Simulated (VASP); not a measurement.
# GdO (Pm-3m) in VASP: further runs

The runs below take GdO through single point, with r2SCAN+U.

Everything below comes from runs of VASP 6.6.1. Logs are shortened: lines on timing, memory, paths and dates and some standing lists are left out, and cuts for length are marked.

## 1. The cell of the first run

It takes space group Pm-3m (No. 221, cubic). Conventional cell: a = 2.802 Å, b = 2.802 Å, c = 2.802 Å, α = 90.00°, β = 90.00°, γ = 90.00°. Within 3.2 Å of Gd (site symmetry m-3m) lie 8 O at 2.43 Å and 6 Gd at 2.80 Å. Within 3.2 Å of O (site symmetry m-3m) lie 8 Gd at 2.43 Å and 6 O at 2.80 Å.

## 2. Single point, r2SCAN+U, collinear spin, ferromagnetic start

Contents of POSCAR:

```
GdO
1.0
    2.8018137600      0.0000000000      0.0000000000
    0.0000000000      2.8018137600      0.0000000000
    0.0000000000      0.0000000000      2.8018137600
Gd O
1 1
Direct
    0.0000000000      0.0000000000      0.0000000000
    0.5000000000      0.5000000000      0.5000000000
```

Contents of INCAR.step1:

```
SYSTEM = GdO
PREC = Accurate
ENCUT = 520
ISMEAR = -1
SIGMA = 0.05
LREAL = .FALSE.
LASPH = .TRUE.
NELM = 150
ISPIN = 2
MAGMOM = 7 0
LMAXMIX = 6
LDAU = .TRUE.
LDAUTYPE = 2
LDAUL = 3 -1
LDAUU = 1 0
LDAUJ = 0 0
NBANDS = 23
GGA = PE
ALGO = Normal
EDIFF = 1E-4
LWAVE = .TRUE.
LCHARG = .FALSE.
```

Contents of INCAR.step2:

```
SYSTEM = GdO
PREC = Accurate
ENCUT = 520
EDIFF = 1E-6
ISMEAR = -1
SIGMA = 0.05
LREAL = .FALSE.
LASPH = .TRUE.
NELM = 150
ALGO = Normal
ISIF = 2
LWAVE = .FALSE.
LCHARG = .FALSE.
ISPIN = 2
MAGMOM = 7 0
LORBIT = 11
LMAXMIX = 6
LDAU = .TRUE.
LDAUTYPE = 2
LDAUL = 3 -1
LDAUU = 1 0
LDAUJ = 0 0
LDAUPRINT = 1
METAGGA = R2SCAN
LMIXTAU = .TRUE.
NBANDS = 23
ISTART = 1
```

Contents of KPOINTS:

```
regular mesh
0
G
  9 9 9
  0 0 0
```

Potentials or basis: VASP PAW PBE potentials, release 64 (Gd, O).

Started as:

```
$ cat potpaw_PBE.64/Gd/POTCAR potpaw_PBE.64/O/POTCAR > POTCAR
$ cp INCAR.step1 INCAR
$ mpirun -np 1 vasp_std > vasp.out
$ cp INCAR.step2 INCAR
$ mpirun -np 1 vasp_std > vasp.out
```

OUTCAR:

```text
SYSTEM = GdO
   PREC = Accurate
   ENCUT = 520
   EDIFF = 1E-6
   ISMEAR = -1
   LREAL = .FALSE.
   LASPH = .TRUE.
   NELM = 150
   ISIF = 2
   ISPIN = 2
   LORBIT = 11
   METAGGA = R2SCAN
   ISTART = 1

 ion  position               nearest neighbor table
   1  0.000  0.000  0.000-   2 2.43   2 2.43   2 2.43   2 2.43   2 2.43   2 2.43   2 2.43   2 2.43

   2  0.500  0.500  0.500-   1 2.43   1 2.43   1 2.43   1 2.43   1 2.43   1 2.43   1 2.43   1 2.43

  LATTYP: Found a simple cubic cell.
 ALAT       =     2.8018137600

  Lattice vectors:

 A1 = (   2.8018137600,   0.0000000000,   0.0000000000)
 A2 = (   0.0000000000,   2.8018137600,   0.0000000000)
 A3 = (   0.0000000000,   0.0000000000,   2.8018137600)

Analysis of symmetry for initial positions (statically):
=====================================================================
 Subroutine PRICEL returns:
 Original cell was already a primitive cell.

 Routine SETGRP: Setting up the symmetry group for a
 simple cubic supercell.

 Subroutine GETGRP returns: Found 48 space group operations
 (whereof 48 operations were pure point group operations)
 out of a pool of 48 trial point group operations.

The static configuration has the point symmetry O_h .

Analysis of symmetry for dynamics (positions and initial velocities):
=====================================================================
 Subroutine PRICEL returns:
 Original cell was already a primitive cell.

 Routine SETGRP: Setting up the symmetry group for a
 simple cubic supercell.

 Subroutine GETGRP returns: Found 48 space group operations
 (whereof 48 operations were pure point group operations)
 out of a pool of 48 trial point group operations.

The dynamic configuration has the point symmetry O_h .

Analysis of structural, dynamic, and magnetic symmetry:
=====================================================================
 Subroutine PRICEL returns:
 Original cell was already a primitive cell.

 Routine SETGRP: Setting up the symmetry group for a
 simple cubic supercell.

 Subroutine GETGRP returns: Found 48 space group operations
 (whereof 48 operations were pure point group operations)
 out of a pool of 48 trial point group operations.

The overall configuration has the point symmetry O_h .

 Subroutine INISYM returns: Found 48 space group operations
 (whereof 48 operations are pure point group operations),
 and found     1 'primitive' translations

----------------------------------------------------------------------------------------

                                     Primitive cell

  volume of cell :      21.9947

  direct lattice vectors                    reciprocal lattice vectors
     2.801813760  0.000000000  0.000000000     0.356911660  0.000000000  0.000000000
     0.000000000  2.801813760  0.000000000     0.000000000  0.356911660  0.000000000
     0.000000000  0.000000000  2.801813760     0.000000000  0.000000000  0.356911660

  length of vectors
     2.801813760  2.801813760  2.801813760     0.356911660  0.356911660  0.356911660

  position of ions in fractional coordinates (direct lattice)
[... 108 lines left out ...]
   METAGGA = R2SCAN    functional components
   LHFCALC =     F    Hartree Fock is set to
   AEXX    =    0.0000 exact exchange contribution
   IVDW    =     0    specifies the selected vdW correction
   LEPSILON=     F    determine dielectric tensor
   LRPA    =     F    only Hartree local field effects (RPA)
 spin polarized calculation
  energy-cutoff  :      520.00
  volume of cell :       21.99
 maximum number of plane-waves:       619
 NGX is ok and might be reduce to    24
   NGX = 11   NGY = 11   NGZ = 11

atom =   1  type =  1  l = 3

 onsite density matrix

spin component  1

  0.9895  0.0000 -0.0003  0.0000  0.0000  0.0000 -0.0000
  0.0000  1.0002  0.0000 -0.0000  0.0000  0.0000 -0.0000
 -0.0003  0.0000  0.9896 -0.0000 -0.0000  0.0000 -0.0000
  0.0000 -0.0000 -0.0000  0.9892 -0.0000  0.0000  0.0000
  0.0000  0.0000 -0.0000 -0.0000  0.9896  0.0000  0.0003
  0.0000  0.0000  0.0000  0.0000  0.0000  0.9898  0.0000
 -0.0000 -0.0000 -0.0000  0.0000  0.0003  0.0000  0.9895

spin component  2

  0.0104  0.0000  0.0023 -0.0000 -0.0000 -0.0000  0.0000
  0.0000  0.0226  0.0000  0.0000 -0.0000  0.0000 -0.0000
  0.0023  0.0000  0.0093 -0.0000  0.0000  0.0000 -0.0000
 -0.0000  0.0000 -0.0000  0.0122  0.0000 -0.0000  0.0000
 -0.0000 -0.0000  0.0000  0.0000  0.0093  0.0000 -0.0023
 -0.0000  0.0000  0.0000 -0.0000  0.0000  0.0075 -0.0000
  0.0000 -0.0000 -0.0000  0.0000 -0.0023 -0.0000  0.0104

 occupancies and eigenvectors

  o =  0.0075  v =  0.0000  0.0000  0.0000  0.0000  0.0000  0.0000  0.0000  0.0007  0.0000 -0.0009  0.0000 -0.0072  1.0000 -0.0056      0.0000  0.0000  0.0000  0.0000  0.0000  0.0000  0.0000  0.0000  0.0000  0.0000  0.0000  0.0000  0.0000  0.0000
  o =  0.0075  v =  0.0000  0.0000  0.0000  0.0000  0.0000  0.0000  0.0000  0.0001  0.0000 -0.0002 -0.0000  0.7905  0.0091  0.6123      0.0000  0.0000  0.0000  0.0000  0.0000  0.0000  0.0000  0.0000  0.0000  0.0000  0.0000  0.0000  0.0000  0.0000
  o =  0.0075  v =  0.0000  0.0000  0.0000  0.0000  0.0000  0.0000  0.0000  0.6124 -0.0000 -0.7906 -0.0000 -0.0002 -0.0011 -0.0001      0.0000  0.0000  0.0000  0.0000  0.0000  0.0000  0.0000  0.0000  0.0000  0.0000  0.0000  0.0000  0.0000  0.0000
  o =  0.0122  v =  0.0000  0.0000  0.0000  0.0000  0.0000  0.0000  0.0000  0.0003 -0.0000  0.0002  1.0000 -0.0002 -0.0000  0.0002      0.0000  0.0000  0.0000  0.0000  0.0000  0.0000  0.0000  0.0000  0.0000  0.0000  0.0000  0.0000  0.0000  0.0000
  o =  0.0122  v =  0.0000  0.0000  0.0000  0.0000  0.0000  0.0000  0.0000  0.0000 -0.0000  0.0000  0.0003  0.6124  0.0000 -0.7906      0.0000  0.0000  0.0000  0.0000  0.0000  0.0000  0.0000  0.0000  0.0000  0.0000  0.0000  0.0000  0.0000  0.0000
  o =  0.0122  v =  0.0000  0.0000  0.0000  0.0000  0.0000  0.0000  0.0000  0.7906 -0.0000  0.6124 -0.0003 -0.0000  0.0000  0.0000      0.0000  0.0000  0.0000  0.0000  0.0000  0.0000  0.0000  0.0000  0.0000  0.0000  0.0000  0.0000  0.0000  0.0000
  o =  0.0226  v =  0.0000  0.0000  0.0000  0.0000  0.0000  0.0000  0.0000 -0.0000 -1.0000  0.0000 -0.0000  0.0000 -0.0000  0.0000      0.0000  0.0000  0.0000  0.0000  0.0000  0.0000  0.0000  0.0000  0.0000  0.0000  0.0000  0.0000  0.0000  0.0000
  o =  0.9892  v =  0.7905 -0.0000  0.6123  0.0004 -0.0075 -0.0000  0.0096  0.0000  0.0000  0.0000  0.0000  0.0000  0.0000  0.0000      0.0000  0.0000  0.0000  0.0000  0.0000  0.0000  0.0000  0.0000  0.0000  0.0000  0.0000  0.0000  0.0000  0.0000
  o =  0.9892  v =  0.0096 -0.0000  0.0074  0.0574  0.6113  0.0000 -0.7892  0.0000  0.0000  0.0000  0.0000  0.0000  0.0000  0.0000      0.0000  0.0000  0.0000  0.0000  0.0000  0.0000  0.0000  0.0000  0.0000  0.0000  0.0000  0.0000  0.0000  0.0000
  o =  0.9892  v =  0.0009 -0.0000  0.0007 -0.9984  0.0351  0.0000 -0.0454  0.0000  0.0000  0.0000  0.0000  0.0000  0.0000  0.0000      0.0000  0.0000  0.0000  0.0000  0.0000  0.0000  0.0000  0.0000  0.0000  0.0000  0.0000  0.0000  0.0000  0.0000
  o =  0.9898  v = -0.6124 -0.0000  0.7906 -0.0000  0.0000 -0.0004  0.0000  0.0000  0.0000  0.0000  0.0000  0.0000  0.0000  0.0000      0.0000  0.0000  0.0000  0.0000  0.0000  0.0000  0.0000  0.0000  0.0000  0.0000  0.0000  0.0000  0.0000  0.0000
  o =  0.9898  v =  0.0000  0.0000 -0.0000 -0.0000  0.7906  0.0063  0.6124  0.0000  0.0000  0.0000  0.0000  0.0000  0.0000  0.0000      0.0000  0.0000  0.0000  0.0000  0.0000  0.0000  0.0000  0.0000  0.0000  0.0000  0.0000  0.0000  0.0000  0.0000
  o =  0.9898  v =  0.0002  0.0000 -0.0003 -0.0000  0.0050 -1.0000  0.0038  0.0000  0.0000  0.0000  0.0000  0.0000  0.0000  0.0000      0.0000  0.0000  0.0000  0.0000  0.0000  0.0000  0.0000  0.0000  0.0000  0.0000  0.0000  0.0000  0.0000  0.0000
  o =  1.0002  v = -0.0000 -1.0000 -0.0000  0.0000 -0.0000 -0.0000  0.0000  0.0000  0.0000  0.0000  0.0000  0.0000  0.0000  0.0000      0.0000  0.0000  0.0000  0.0000  0.0000  0.0000  0.0000  0.0000  0.0000  0.0000  0.0000  0.0000  0.0000  0.0000

 number of electron      24.0000000 magnetization       7.5536732

 Free energy of the ion-electron system (eV)
  ---------------------------------------------------
  ext. energy  EPLUGINS =         0.00000000
  ---------------------------------------------------
  free energy    TOTEN  =       -51.21501635 eV

  energy without entropy =      -51.20976739  energy(sigma->0) =      -51.21239187

 E-fermi :   8.7666     XC(G=0): -14.3938

 val. band max:        8.6850552740   @ k =   0.2222   0.1111   0.0000
 cond. band min:       8.7864760635   @ k =   0.2222   0.2222   0.0000
 fundamental gap:      0.1014207895
 Fermi energy:         8.7666338097

 spin component 1

 k-point     1 :       0.0000    0.0000    0.0000
  band No.  band energies     occupation
      1     -39.4014      1.00000
      2     -14.6964      1.00000
      3     -14.6964      1.00000
      4     -14.6964      1.00000
      5     -13.8132      1.00000
      6       2.0674      1.00000
[... 1241 lines left out ...]
     22      26.5049      0.00000
     23      28.0006      0.00000

 [... further k-points ...]
[... 5 lines left out ...]
  --------------------------------------------------------------------------------------
  -------------------------------------------------------------------------------------
  Total        6.9873701      6.9873701      6.9873701     -0.0000000     -0.0000000     -0.0000000
  in kB      508.9868207    508.9868207    508.9868207     -0.0000000     -0.0000000     -0.0000000
  external PRESSURE =     508.9868207 kB  Pullay stress =       0.0000000 kB

 VOLUME and BASIS-vectors are now :
 -----------------------------------------------------------------------------
  energy-cutoff  :      520.00
  volume of cell :       21.99
      direct lattice vectors                 reciprocal lattice vectors
     2.801813760  0.000000000  0.000000000     0.356911660  0.000000000  0.000000000
     0.000000000  2.801813760  0.000000000     0.000000000  0.356911660  0.000000000
     0.000000000  0.000000000  2.801813760     0.000000000  0.000000000  0.356911660

 POSITION                                       TOTAL-FORCE (eV/Angst)
 -----------------------------------------------------------------------------------
      0.00000      0.00000      0.00000         0.000000      0.000000      0.000000
      1.40091      1.40091      1.40091         0.000000      0.000000      0.000000
 -----------------------------------------------------------------------------------
    total drift:                                0.000000      0.000000     -0.000000

  FREE ENERGIE OF THE ION-ELECTRON SYSTEM (eV)
  ---------------------------------------------------
  free  energy   TOTEN  =       -51.2150163521 eV

  energy  without entropy=      -51.2097673900  energy(sigma->0) =      -51.21239187

 total charge

# of ion       s       p       d       f       tot
--------------------------------------------------
    1        2.041   5.661   0.940   7.009  15.651
    2        1.562   3.553   0.000   0.000   5.115
--------------------------------------------------
tot          3.603   9.215   0.940   7.009  20.767

 magnetization (x)

# of ion       s       p       d       f       tot
--------------------------------------------------
    1        0.004  -0.119   0.380   6.850   7.116
    2       -0.001  -0.019   0.000   0.000  -0.020
--------------------------------------------------
tot          0.003  -0.137   0.380   6.850   7.096
```

It took 77 s on 1 thread of Intel Xeon 6975P-C (Granite Rapids), shared host; peak memory 0.18 GiB.

Results:

```yaml
Free_energy: -51.2150 eV
Pressure: 50.9 GPa
Net_moment: 7.55 μB per cell
Site_moments: Gd +7.12; O -0.02 μB
Valence_electrons_inside_the_program's_atomic_spheres: Gd 15.65; O 5.12
```

Eigenvalues of the final occupation matrices:
| site | spin | trace | eigenvalues |
| --- | --- | --- | --- |
| site 1 f | 1 | 6.94 | 0.99 0.99 0.99 0.99 0.99 0.99 1.00 |
| site 1 f | 2 | 0.08 | 0.01 0.01 0.01 0.01 0.01 0.01 0.02 |

Caveat: the PAW data sets were made with another functional, which shifts forces and pressure a little; spin-orbit coupling is left out, which moves the levels of the heavy elements; a cell with one magnetic atom can't hold antiferromagnetic order, which such compounds often take. The state reached can hang on the start; a lower one may exist.

## 3. Single point, r2SCAN+U, collinear spin, ferromagnetic start

POSCAR is that of step 2.

Contents of INCAR.step1:

```
PREC = Accurate
ENCUT = 520
ISMEAR = -1
SIGMA = 0.05
LREAL = False
LASPH = True
NELM = 150
ISPIN = 2
MAGMOM = 7 0
LMAXMIX = 6
LDAU = True
LDAUTYPE = 2
LDAUL = 3 -1
LDAUU = 2 0
LDAUJ = 0 0
NBANDS = 23
GGA = PE
ALGO = Normal
EDIFF = 1E-4
LWAVE = True
LCHARG = False
```

Contents of INCAR.step2:

```
PREC = Accurate
ENCUT = 520
EDIFF = 1E-6
ISMEAR = -1
SIGMA = 0.05
LREAL = False
LASPH = True
NELM = 150
ALGO = Normal
ISIF = 2
LWAVE = False
LCHARG = True
ISPIN = 2
MAGMOM = 7 0
LORBIT = 11
LMAXMIX = 6
LDAU = True
LDAUTYPE = 2
LDAUL = 3 -1
LDAUU = 2 0
LDAUJ = 0 0
LDAUPRINT = 1
METAGGA = R2SCAN
LMIXTAU = True
LELF = True
LVHAR = True
NBANDS = 23
ISTART = 1
```

Contents of KPOINTS:

```
regular mesh
0
Gamma
  9 9 9
```

Potentials or basis: VASP PAW PBE potentials, release 64 (Gd, O).

Started as:

```
$ cat potpaw_PBE.64/Gd/POTCAR potpaw_PBE.64/O/POTCAR > POTCAR
$ cp INCAR.step1 INCAR
$ mpirun -np 1 vasp_std > vasp.out
$ cp INCAR.step2 INCAR
$ mpirun -np 1 vasp_std > vasp.out
```

It took 96 s on 1 thread of Intel Xeon 6975P-C (Granite Rapids), shared host; peak memory 0.18 GiB.

The run converged. Its results:

- Free energy: -51.1478 eV
- Pressure: 51.6 GPa
- Net moment: 7.58 μB per cell
- Site moments: Gd +7.14; O -0.03 μB
- Valence electrons inside the program's atomic spheres: Gd 15.65; O 5.12

Levels at points of the mesh, in eV from the Fermi level:
Spin up:
| k point | band 14 | band 15 | band 16 | band 17 | band 18 | band 19 |
| --- | --- | --- | --- | --- | --- | --- |
| (0.00, 0.00, 0.00) | -4.49 | -4.49 | -4.01 | -4.01 | 2.91 | 7.54 |
Spin down:
```csv
k point,band 6,band 7,band 8,band 9,band 10,band 11
"(0.00, 0.00, 0.00)",-4.94,-4.94,-4.94,-1.95,-1.95,2.08
```

Eigenvalues of the final occupation matrices:
| site | spin | trace | eigenvalues |
| --- | --- | --- | --- |
| site 1 f | 1 | 6.94 | 0.99 0.99 0.99 0.99 0.99 0.99 1.00 |
| site 1 f | 2 | 0.07 | 0.01 0.01 0.01 0.01 0.01 0.01 0.02 |

Caveat: the PAW data sets were made with another functional, which shifts forces and pressure a little; spin-orbit coupling is left out, which moves the levels of the heavy elements; a cell with one magnetic atom can't hold antiferromagnetic order, which such compounds often take. The state reached can hang on the start; a lower one may exist.

## 4. Single point, r2SCAN+U, collinear spin, ferromagnetic start

POSCAR is that of step 3.

Contents of INCAR.step1:

```
SYSTEM = GdO
ALGO     = Normal         ! electronic algorithm
EDIFF    = 1E-4           ! SCF threshold, eV
ENCUT    = 520            ! plane-wave cutoff, eV
GGA      = PE             ! functional
ISMEAR   = -1             ! smearing method
ISPIN    = 2              ! spin polarisation
LASPH    = .TRUE.         ! aspherical terms in the spheres
LCHARG   = .FALSE.        ! write CHGCAR
LDAU     = .TRUE.         ! DFT+U
LDAUJ    = 0 0          
LDAUL    = 3 -1           ! shell
LDAUTYPE = 2            
LDAUU    = 3 0            ! U, eV
LMAXMIX  = 6              ! l up to which the mixer works
LREAL    = .FALSE.        ! projectors in reciprocal space
LWAVE    = .TRUE.         ! write WAVECAR
MAGMOM   = 7 0            ! initial moments
NBANDS   = 23             ! bands
NELM     = 150            ! most SCF steps
PREC     = Accurate       ! precision mode
SIGMA    = 0.05           ! smearing width, eV
```

Contents of INCAR.step2:

```
SYSTEM = GdO
ALGO     = Normal         ! electronic algorithm
EDIFF    = 1E-6           ! SCF threshold, eV
ENCUT    = 520            ! plane-wave cutoff, eV
ISIF     = 2              ! what is computed and relaxed
ISMEAR   = -1             ! smearing method
ISPIN    = 2              ! spin polarisation
ISTART   = 1            
LASPH    = .TRUE.         ! aspherical terms in the spheres
LCHARG   = .TRUE.         ! write CHGCAR
LDAU     = .TRUE.         ! DFT+U
LDAUJ    = 0 0          
LDAUL    = 3 -1           ! shell
LDAUPRINT= 1            
LDAUTYPE = 2            
LDAUU    = 3 0            ! U, eV
LELF     = .TRUE.         ! ELF
LMAXMIX  = 6              ! l up to which the mixer works
LMIXTAU  = .TRUE.       
LORBIT   = 11             ! projections on sites
LREAL    = .FALSE.        ! projectors in reciprocal space
LVHAR    = .TRUE.       
LWAVE    = .FALSE.        ! write WAVECAR
MAGMOM   = 7 0            ! initial moments
METAGGA  = R2SCAN         ! meta-GGA
NBANDS   = 23             ! bands
NELM     = 150            ! most SCF steps
PREC     = Accurate       ! precision mode
SIGMA    = 0.05           ! smearing width, eV
```

Contents of KPOINTS:

```
k-points
0
G
  9 9 9
  0 0 0
```

Started as:

```
$ cat potpaw_PBE.64/Gd/POTCAR potpaw_PBE.64/O/POTCAR > POTCAR
$ cp INCAR.step1 INCAR
$ mpirun -np 1 vasp_std > vasp.out
$ cp INCAR.step2 INCAR
$ mpirun -np 1 vasp_std > vasp.out
```

Wall time 95 s (1 thread of Intel Xeon 6975P-C (Granite Rapids), shared host); peak memory 0.18 GiB.

The run converged. Its results:

- Free energy: -51.0871 eV
- Pressure: 52.0 GPa
- Net moment: 7.59 μB per cell
- Site moments: Gd +7.16; O -0.03 μB
- Valence electrons inside the program's atomic spheres: Gd 15.65; O 5.12

Levels at points of the mesh, in eV from the Fermi level:
Spin up:
| k point | band 14 | band 15 | band 16 | band 17 | band 18 | band 19 |
| --- | --- | --- | --- | --- | --- | --- |
| (0.00, 0.00, 0.00) | -4.55 | -4.55 | -4.02 | -4.02 | 2.91 | 7.53 |
Spin down:
```
           k point  band 5  band 6  band 7  band 8  band 9  band 10  band 11  band 12
(0.00, 0.00, 0.00)  -20.66   -4.92   -4.92   -4.92   -1.94    -1.94     2.58     2.58
```

Eigenvalues of the final occupation matrices:
```tsv
site	spin	trace	eigenvalues
site 1 f	1	6.95	0.99 0.99 0.99 0.99 0.99 0.99 1.00
site 1 f	2	0.06	0.01 0.01 0.01 0.01 0.01 0.01 0.02
```

Caveat: the PAW data sets were made with another functional, which shifts forces and pressure a little; spin-orbit coupling is left out, which moves the levels of the heavy elements; a cell with one magnetic atom can't hold antiferromagnetic order, which such compounds often take. The state reached can hang on the start; a lower one may exist.

(Part 1 of 2 ends here.)
